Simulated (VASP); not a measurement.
Runs of VASP 6.6.1 on La2O3. The structure is that of space group P-3m1 (No. 164), or close to it. The cells are those of the table. 

```tsv
cell	gap on the mesh (eV)	pressure (GPa)	largest force (eV/Å)
a = 3.795, b = 3.795, c = 5.901 Å, angles 90.0, 90.0, 120.0°, 5 atoms	3.85	(a)	(c)
a = 4.058, b = 4.058, c = 6.309 Å, angles 90.0, 90.0, 120.0°, 5 atoms	3.70	(b)	0.62
a = 4.027, b = 4.027, c = 6.261 Å, angles 90.0, 90.0, 120.0°, 5 atoms	3.74	-6.9	0.49
a = 3.963, b = 3.963, c = 6.162 Å, angles 90.0, 90.0, 120.0°, 5 atoms	3.82	-1.6	0.18
a = 3.995, b = 3.995, c = 6.212 Å, angles 90.0, 90.0, 120.0°, 5 atoms	(d)	-4.4	0.34
```

Alike in all rows: task single point; level PBE; potentials or basis VASP PAW PBE potentials, release 64 (La, O); no spin polarisation; k mesh 6 × 6 × 4; cutoff (eV) 520; smearing gaussian 0.01 eV.

Q: Fill in the values left out.

A: (a) 19.6; (b) -9.0; (c) 0.91; (d) 3.78.

Caveats: spin-orbit coupling is left out, which moves the levels of the heavy elements.

A k mesh can miss the band edges, and the runs leave out spin-orbit coupling on La.
